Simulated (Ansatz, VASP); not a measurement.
# CuI2: VASP beside Ansatz

INCAR

```
SYSTEM = CuI2
PREC = Accurate ; ENCUT = 600
EDIFF = 1E-7 ; ISMEAR = -1
SIGMA = 0.03 ; LREAL = .False.
LASPH = .True. ; NELM = 80
ALGO = Normal ; ISIF = 3
LWAVE = .False. ; LCHARG = .False.
GGA = PE ; IBRION = 2
NSW = 100 ; EDIFFG = -0.005
```

The input KPOINTS:

```
Automatic mesh
0
Gamma
  12 12 12
  0 0 0
```

POSCAR

```
CuI2
1.0
    0.0000000000      3.0168723440      3.0168723440
    3.0168723440      0.0000000000      3.0168723440
    3.0168723440      3.0168723440      0.0000000000
Cu I
1 2
Direct
    0.0000000000      0.0000000000      0.0000000000
    0.2500000000      0.2500000000      0.2500000000
    0.7500000000      0.7500000000      0.7500000000
```

Input for Ansatz:

```yaml
crystal:
  lattice:
    - [0.0, 3.016872344, 3.016872344]
    - [3.016872344, 0.0, 3.016872344]
    - [3.016872344, 3.016872344, 0.0]
  atoms:
    - { symbol: Cu, position: [0.0, 0.0, 0.0] }
    - { symbol: I, position: [0.25, 0.25, 0.25] }
    - { symbol: I, position: [0.75, 0.75, 0.75] }
kpoints:
  mp_grid: { grid: [12, 12, 12] }
scf:
  occupations: { method: fermi_dirac, width: 0.03 }
hamiltonian:
  xc: pbe
  pseudopotentials: { kind: paw }
output:
  forces: true
  stress: true
  write_density: true
  write_potential: true
  elf: true
  volumetric_format: npy
relax:
  f_tol: 0.005
  max_steps: 80
  cell: {}
```

Alike in both runs: task relaxation of cell and atoms; functional PBE; k mesh 12 × 12 × 12; occupations fermi-dirac, width 0.03 eV; no spin polarisation.

|  | VASP | Ansatz |
| --- | --- | --- |
| version | VASP 6.6.1 | Ansatz 0.2.0 |
| potentials or method | VASP PAW PBE potentials, release 64 (Cu, I) | PAW with Ansatz's default frozen-core files, scalar-relativistic |
| plane-wave cutoff (eV) | 600 | 420 |
| valence electrons in the cell | 25 | 53 |

```csv
,VASP,Ansatz,Ansatz less VASP
relaxed volume (Å³/atom),30.64,30.74,+0.105
relaxed length of the cell vector where the two differ most in proportion (Å),5.066,5.071,+0.0058
```

VASP's potentials hold 25 valence electrons a cell and Ansatz's 53, so a difference there can come from the potentials and not from the codes.

Spin-orbit coupling is off throughout. Noted on VASP's run: the volume moved by over 15 % at a fixed basis, so the end points are rough.
